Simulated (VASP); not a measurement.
A run of VASP 6.6.1:

INCAR

```
SYSTEM = PbSe
PREC     = Accurate       ! precision mode
ENCUT    = 500            ! plane-wave cutoff, eV
EDIFF    = 1E-6           ! SCF threshold, eV
ISMEAR   = 0              ! smearing method
SIGMA    = 0.01           ! smearing width, eV
LREAL    = .False.        ! projectors in reciprocal space
LASPH    = .True.         ! aspherical terms in the spheres
NELM     = 120            ! most SCF steps
ALGO     = Normal         ! electronic algorithm
ISIF     = 2              ! what is computed and relaxed
LWAVE    = .False.        ! write WAVECAR
LCHARG   = .False.        ! write CHGCAR
GGA      = RE             ! functional
IVDW     = 12             ! dispersion correction
NBANDS   = 17             ! bands
GGA_COMPAT= .False.
```

Contents of KPOINTS:

```
regular mesh
0
Gamma
  6 6 6
  0 0 0
```

Contents of POSCAR:

```
PbSe
1.0
    0.0000000000      3.0551468483      3.0551468483
    3.0551468483      0.0000000000      3.0551468483
    3.0551468483      3.0551468483      0.0000000000
Pb Se
1 1
Direct
    0.0000000000      0.0000000000      0.0000000000
    0.5000000000      0.5000000000      0.5000000000
```

Potentials or basis: VASP PAW PBE potentials, release 64 (Pb_d, Se).

Launch:

```console
$ cat potpaw_PBE.64/Pb_d/POTCAR potpaw_PBE.64/Se/POTCAR > POTCAR
$ mpirun -np 1 vasp_std > vasp.out
```

Hardware: 1 thread of Intel(R) Xeon(R) Platinum 8559C (Emerald Rapids), with other jobs on the host.

Task: Estimate the wall time of this run.

Result: It took 8.5 s on 1 thread of Intel(R) Xeon(R) Platinum 8559C (Emerald Rapids), on a shared host, peak memory 0.18 GiB. Counts: scf iterations 12, k points 16.
